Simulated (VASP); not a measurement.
# Si (Fd-3m) in VASP: notebook

Runs on Si. Level: PBEsol. Tasks: relaxation of cell and atoms.

Program: VASP 6.6.1. These are calculated values, not measurements. Logs are shortened: lines on timing, memory, paths and dates and some standing lists are left out, and cuts for length are marked.

## (1) The cell of the first run

The structure is cubic, space group Fd-3m (No. 227). The conventional cell has a = 5.434 Å, b = 5.434 Å, c = 5.434 Å, α = 90.00°, β = 90.00°, γ = 90.00°. Si (site symmetry -43m) has 4 Si at 2.35 Å within 3.1 Å.

## (2) Relaxation of cell and atoms, PBEsol, target pressure 10 GPa, at which the enthalpy is minimised

INCAR reads:

```
SYSTEM = Si
ALGO     = Normal         ! electronic algorithm
EDIFF    = 1E-6           ! SCF threshold, eV
EDIFFG   = -0.002         ! ionic threshold
ENCUT    = 600            ! plane-wave cutoff, eV
GGA      = PS             ! functional
IBRION   = 2              ! ionic algorithm
ISIF     = 3              ! what is computed and relaxed
ISMEAR   = 0              ! smearing method
LASPH    = .TRUE.         ! aspherical terms in the spheres
LCHARG   = .FALSE.        ! write CHGCAR
LREAL    = .FALSE.        ! projectors in reciprocal space
LWAVE    = .FALSE.        ! write WAVECAR
NELM     = 80             ! most SCF steps
NSW      = 100            ! ionic steps
PREC     = Accurate       ! precision mode
PSTRESS  = 100.0        
SIGMA    = 0.01           ! smearing width, eV
```

KPOINTS reads:

```
k-points
0
G
  8 8 8
  0 0 0
```

POSCAR reads:

```
Si
1.0
    2.7168096183      2.7168096183      0.0000000000
   -2.7168096183      2.7168096183      0.0000000000
    0.0000000000      2.7168096183      2.7168096183
Si
2
Direct
    0.2500000000      0.7500000000      0.5000000000
    0.0000000000      0.0000000000      0.0000000000
```

Potentials or basis: VASP PAW PBE potentials, release 64 (Si).

On the command line:

```console
cat potpaw_PBE.64/Si/POTCAR > POTCAR
mpirun -np 1 vasp_std > vasp.out
```

OUTCAR:

```text
SYSTEM = Si
   EDIFF = 1E-6
   EDIFFG = -0.002
   ENCUT = 600
   GGA = PS
   IBRION = 2
   ISIF = 3
   ISMEAR = 0
   LASPH = .TRUE.
   LREAL = .FALSE.
   NELM = 80
   NSW = 100
   PREC = Accurate
   PSTRESS = 100.0

 ion  position               nearest neighbor table
   1  0.250  0.750  0.500-   2 2.35   2 2.35   2 2.35   2 2.35
   2  0.000  0.000  0.000-   1 2.35   1 2.35   1 2.35   1 2.35

  LATTYP: Found a face centered cubic cell.
 ALAT       =     5.4336192366

  Lattice vectors:

 A1 = (   0.0000000000,   2.7168096183,   2.7168096183)
 A2 = (   2.7168096183,   0.0000000000,   2.7168096183)
 A3 = (   2.7168096183,   2.7168096183,   0.0000000000)

Analysis of symmetry for initial positions (statically):
=====================================================================
 Subroutine PRICEL returns:
 Original cell was already a primitive cell.

 Routine SETGRP: Setting up the symmetry group for a
 face centered cubic supercell.

 Subroutine GETGRP returns: Found 48 space group operations
 (whereof 24 operations were pure point group operations)
 out of a pool of 48 trial point group operations.

The static configuration has the point symmetry T_d .
 The point group associated with its full space group is O_h .

Analysis of symmetry for dynamics (positions and initial velocities):
=====================================================================
 Subroutine PRICEL returns:
 Original cell was already a primitive cell.

 Routine SETGRP: Setting up the symmetry group for a
 face centered cubic supercell.

 Subroutine GETGRP returns: Found 48 space group operations
 (whereof 24 operations were pure point group operations)
 out of a pool of 48 trial point group operations.

The dynamic configuration has the point symmetry T_d .
 The point group associated with its full space group is O_h .

 Subroutine INISYM returns: Found 48 space group operations
 (whereof 24 operations are pure point group operations),
 and found     1 'primitive' translations

----------------------------------------------------------------------------------------

                                     Primitive cell

  volume of cell :      40.1058

  direct lattice vectors                    reciprocal lattice vectors
     2.716809618  2.716809618  0.000000000     0.184039396  0.184039396 -0.184039396
    -2.716809618  2.716809618  0.000000000    -0.184039396  0.184039396 -0.184039396
     0.000000000  2.716809618  2.716809618     0.000000000  0.000000000  0.368078791

  length of vectors
     3.842149009  3.842149009  3.842149009     0.318765584  0.318765584  0.368078791

  position of ions in fractional coordinates (direct lattice)
     0.250000000  0.750000000  0.500000000
     0.000000000  0.000000000  0.000000000

  ion indices of the primitive-cell ions
   primitive index   ion index
                 1           1
                 2           2

----------------------------------------------------------------------------------------

 KPOINTS: k-points

Automatic generation of k-mesh.
 Grid dimensions read from file:
 generate k-points for:    8    8    8

 Generating k-lattice:

  Cartesian coordinates                     Fractional coordinates (reciprocal lattice)
     0.023004924  0.023004924 -0.023004924     0.125000000  0.000000000  0.000000000
    -0.023004924  0.023004924 -0.023004924     0.000000000  0.125000000  0.000000000
     0.000000000  0.000000000  0.046009849     0.000000000  0.000000000  0.125000000

  Length of vectors
     0.039845698  0.039845698  0.046009849

  Shift w.r.t. Gamma in fractional coordinates (k-lattice)
     0.000000000  0.000000000  0.000000000

 Subroutine IBZKPT returns following result:
 ===========================================

 Found     29 irreducible k-points:

 Following reciprocal coordinates:
            Coordinates               Weight
  0.000000  0.000000  0.000000      1.000000
  0.125000  0.000000  0.000000      8.000000
  0.250000  0.000000  0.000000      8.000000
  0.375000  0.000000  0.000000      8.000000
  0.500000  0.000000  0.000000      4.000000
  0.125000  0.125000  0.000000     12.000000
[... 16 lines left out ...]
  0.375000  0.250000  0.125000     48.000000
  0.500000  0.250000  0.125000     24.000000
 [... further k-points ...]
   k-points           NKPTS =     29   k-points in BZ     NKDIM =     29   number of bands    NBANDS=      8
   number of dos      NEDOS =    301   number of ions     NIONS =      2
   total plane-waves  NPLWV =  32768
   dimension x,y,z NGX =    32 NGY =   32 NGZ =   32
   dimension x,y,z NGXF=    64 NGYF=   64 NGZF=   64
   ions per type =               2
   NGX,Y,Z   is equivalent  to a cutoff of  13.85, 13.85, 13.85 a.u.
   NGXF,Y,Z  is equivalent  to a cutoff of  27.69, 27.69, 27.69 a.u.
 SYSTEM =  Si
   PREC   = accura    normal or accurate (medium, high low for compatibility)
   ISTART =      0    job   : 0-new  1-cont  2-samecut
   ICHARG =      2    charge: 1-file 2-atom 10-const
   ISPIN  =      1    spin polarized calculation?
   LNONCOLLINEAR =      F non collinear calculations
   LSORBIT =      F    spin-orbit coupling
   LASPH  =      T    aspherical Exc in radial PAW
   ENCUT  =  600.0 eV  44.10 Ry    6.64 a.u.   7.67  7.67  7.67*2*pi/ulx,y,z
   NELM   =     80;   NELMIN=  2; NELMDL= -5     # of ELM steps
   EDIFF  = 0.1E-05   stopping-criterion for ELM
   LREAL  =      F    real-space projection
   EDIFFG = -.2E-02   stopping-criterion for IOM
   NSW    =    100    number of steps for IOM
   IBRION =      2    ionic relax: 0-MD 1-quasi-New 2-CG
   NFREE  =      1    steps in history (QN), initial steepest desc. (CG)
   ISIF   =      3    stress and relaxation
   ISYM   =      2    0-nonsym 1-usesym 2-fastsym
   POTIM  = 0.5000    time-step for ionic-motion
   TEBEG  =    0.0;   TEEND  =   0.0 temperature during run
   PSTRESS=  100.0 pullay stress
   NELECT =       8.0000    total number of electrons
   NUPDOWN=      -1.0000    fix difference up-down
   EMIN   =  10.00;   EMAX   =-10.00  energy-range for DOS
   EFERMI =   0.00;   METHOD = LEGACY
   ISMEAR =     0;   SIGMA  =   0.01  broadening in eV -4-tet -1-fermi 0-gaus
   EFERMI_NEDOS =   21; number of points for ismear=-14 and -15
   IALGO  =     38    algorithm
   IMIX   =      4    mixing-type and parameters
     AMIX     =   0.40;   BMIX     =  1.00
     AMIX_MAG =   1.60;   BMIX_MAG =  1.00
  volume/ion in A,a.u.               =      20.05       135.32
  Fermi-wavevector in a.u.,A,eV,Ry     =   0.956538  1.807595 12.448857  0.914965
  Thomas-Fermi vector in A             =   2.085475
   LORBIT       =      0    0 simple, 1 ext, 2 COOP (PROOUT), +10 PAW based schemes
   GGA     = PS    functional components
   LHFCALC =     F    Hartree Fock is set to
   AEXX    =    0.0000 exact exchange contribution
   IVDW    =     0    specifies the selected vdW correction
   LEPSILON=     F    determine dielectric tensor
   LRPA    =     F    only Hartree local field effects (RPA)
 conjugate gradient relaxation of ions
 non-spin polarized calculation
 Gauss-broadening in eV      SIGMA  =   0.01
  energy-cutoff  :      600.00
  volume of cell :       40.11
 maximum number of plane-waves:      1363
   NGX = 15   NGY = 15   NGZ = 15

--------------------------------------- Ionic step        1  -------------------------------------------

 number of electron       7.9999999 magnetization

 Free energy of the ion-electron system (eV)
  ---------------------------------------------------
  ext. energy  EPLUGINS =         0.00000000
  ---------------------------------------------------
  free energy    TOTEN  =       -11.48907035 eV

  energy without entropy =      -11.48907035  energy(sigma->0) =      -11.48907035

------------------------ aborting loop because EDIFF is reached ----------------------------------------

  FORCE on cell =-STRESS in cart. coord.  units (eV):
  Direction    XX          YY          ZZ          XY          YZ          ZX
  --------------------------------------------------------------------------------------
  -------------------------------------------------------------------------------------
  Total        0.0310922      0.0310922      0.0310922      0.0000000      0.0000000     -0.0000000
  in kB        1.2420928      1.2420928      1.2420928      0.0000000      0.0000000     -0.0000000
  external PRESSURE =     -98.7579072 kB  Pullay stress =     100.0000000 kB
[... 23 lines left out ...]
  enthalpy is  TOTEN    =        -8.9858618111 eV   P V=        2.5032085387

--------------------------------------- Ionic step        2  -------------------------------------------

 number of electron       8.0000000 magnetization

 E-fermi :   7.9056     XC(G=0): -10.2700

 val. band max:        7.8065392057   @ k =   0.0000   0.0000   0.0000
 cond. band min:       7.9635750257   @ k =  -0.3750   0.3750   0.0000
 fundamental gap:      0.1570358200
 Fermi energy:         7.9055993809

 k-point     1 :       0.0000    0.0000    0.0000
  band No.  band energies     occupation
      1      -5.5508      2.00000
      2       7.8065      2.00000
      3       7.8065      2.00000
      4       7.8065      2.00000
      5      10.3733      0.00000
      6      10.3733      0.00000
      7      10.3733      0.00000
      8      13.3333      0.00000
[... 326 lines left out ...]
  enthalpy is  TOTEN    =        -9.0966290654 eV   P V=        2.2980289829

--------------------------------------- Ionic step        4  -------------------------------------------

 number of electron       8.0000000 magnetization

 Free energy of the ion-electron system (eV)
  ---------------------------------------------------
  ext. energy  EPLUGINS =         0.00000000
  ---------------------------------------------------
  free energy    TOTEN  =       -11.39071887 eV

  energy without entropy =      -11.39071887  energy(sigma->0) =      -11.39071887

 E-fermi :   6.7633     XC(G=0):  -9.8847

 val. band max:        6.6941782048   @ k =   0.0000   0.0000   0.0000
 cond. band min:       7.0469067948   @ k =  -0.3750   0.3750   0.0000
 fundamental gap:      0.3527285900
 Fermi energy:         6.7633386384

 k-point     1 :       0.0000    0.0000    0.0000
  band No.  band energies     occupation
      1      -5.9105      2.00000
      2       6.6942      2.00000
      3       6.6942      2.00000
      4       6.6942      2.00000
      5       9.2400      0.00000
      6       9.2400      0.00000
      7       9.2400      0.00000
      8      11.0233      0.00000
[... 282 lines left out ...]
  FREE ENERGIE OF THE ION-ELECTRON SYSTEM (eV)
  ---------------------------------------------------
  free  energy   TOTEN  =       -11.3907188695 eV

  energy  without entropy=      -11.3907188695  energy(sigma->0) =      -11.39071887

  enthalpy is  TOTEN    =        -9.0966747641 eV   P V=        2.2940441054

 reached required accuracy - stopping structural energy minimisation
```

Wall time 36 s (1 thread of Intel Xeon 8259CL, shared host); peak memory 0.17 GiB.

What came out:

```yaml
Free_energy: -11.3907 eV
Relaxed_volume: 18.38 Å³/atom
Relaxed_cell: a = 3.732 Å, b = 3.732 Å, c = 3.732 Å, α = 60.00°, β = 60.00°, γ = 90.00°
Space_group_after_relaxing_to_0.1_Å: Fd-3m (No. 227)
Energy_change_on_relaxing_the_run_minimises_the_enthalpy: +49.2 meV/atom
Ionic_steps: 4
Pressure_after_relaxing: 10.0 GPa
Band_gap_on_the_k_mesh: 0.35 eV (least direct gap 2.55 eV)
```

The path:
```
step  energy change (eV)  largest force (eV/Å)  pressure (GPa)  volume (Å³)
   1              0.0000                0.0000            0.12        40.11
   2              0.4641                0.0000           25.58        33.35
   3              0.0944                0.0000            9.78        36.82
   4              0.0984                0.0000           10.01        36.75
```

Final structure:
```
CELL_PARAMETERS angstrom
2.63893 2.63893 0.00000
-2.63893 2.63893 0.00000
0.00000 2.63893 2.63893
ATOMIC_POSITIONS crystal
Si 0.25000 0.75000 0.50000
Si 0.00000 0.00000 0.00000
```

Levels at points of the mesh, in eV from the valence-band top:
```
           k point  band 2  band 3  band 4  band 5  band 6  band 7
(0.00, 0.00, 0.00)    0.00    0.00    0.00    2.55    2.55    2.55
(0.50, 0.00, 0.00)   -7.45   -1.28   -1.28    1.77    3.22    3.22
(0.50, 0.50, 0.00)   -8.12   -3.11   -3.11    0.41    0.41   10.81
```

Caveat: the cell is relaxed towards a set pressure, so the run minimises the enthalpy, not the energy; the PAW data sets were made with another functional, which shifts forces and pressure a little.

## (3) Relaxation of cell and atoms, PBEsol, target pressure 15 GPa, at which the enthalpy is minimised

INCAR reads:

```
SYSTEM = Si
  PREC = Accurate
  ENCUT = 600
  EDIFF = 1E-7
  ISMEAR = 0
  SIGMA = 0.01
  LREAL = .False.
  LASPH = .True.
  NELM = 80
  ALGO = Normal
  ISIF = 3
  LWAVE = .False.
  LCHARG = .False.
  GGA = PS
  IBRION = 2
  NSW = 100
  EDIFFG = -0.002
  PSTRESS = 150.0
```

KPOINTS reads:

```
Automatic mesh
0
Gamma
  8 8 8
  0 0 0
```

POSCAR is that of step 2.

Potentials or basis: VASP PAW PBE potentials, release 64 (Si).

On the command line:

```console
cat potpaw_PBE.64/Si/POTCAR > POTCAR
mpirun -np 1 vasp_std > vasp.out
```

Run time: 67 s. Hardware: 1 thread of Intel Xeon 8259CL, shared host; peak memory 0.17 GiB.

The run converged. Its results:

```
Free energy                                                : -11.2925 eV
Relaxed volume                                             : 17.74 Å³/atom
Relaxed cell                                               : a = 3.689 Å, b = 3.689 Å, c = 3.689 Å, α = 60.00°, β = 60.00°, γ = 90.00°
Space group after relaxing (to 0.1 Å)                      : Fd-3m (No. 227)
Energy change on relaxing (the run minimises the enthalpy) : +98.3 meV/atom
Ionic steps                                                : 7
Pressure after relaxing                                    : 15.0 GPa
Band gap on the k mesh                                     : 0.29 eV (least direct gap 2.55 eV)
```

The path:
```tsv
step	energy change (eV)	largest force (eV/Å)	pressure (GPa)	volume (Å³)
1	0.0000	0.0000	0.12	40.11
2	1.1571	0.0000	47.25	30.24
3	0.1804	0.0000	14.26	35.67
4	0.1941	0.0000	14.90	35.52
5	0.2024	0.0000	15.28	35.43
6	0.1894	0.0000	14.68	35.57
7	0.1965	0.0000	15.01	35.49
```

Final structure:
```
Si
1.0
     2.60829    2.60829    0.00000
    -2.60829    2.60829    0.00000
     0.00000    2.60829    2.60829
Si
2
Direct
  0.25000 0.75000 0.50000
  0.00000 0.00000 0.00000
```

Levels at points of the mesh, in eV from the valence-band top:
```
           k point  band 1  band 2  band 3  band 4  band 5  band 6  band 7  band 8
(0.00, 0.00, 0.00)  -12.87    0.00    0.00    0.00    2.55    2.55    2.55    4.75
(0.50, 0.00, 0.00)  -10.19   -7.64   -1.31   -1.31    1.89    3.19    3.19    7.65
(0.50, 0.50, 0.00)   -8.25   -8.25   -3.21   -3.21    0.32    0.32   11.13   11.13
```

Caveat: the cell is relaxed towards a set pressure, so the run minimises the enthalpy, not the energy; the PAW data sets were made with another functional, which shifts forces and pressure a little. A k mesh can miss the band edges.
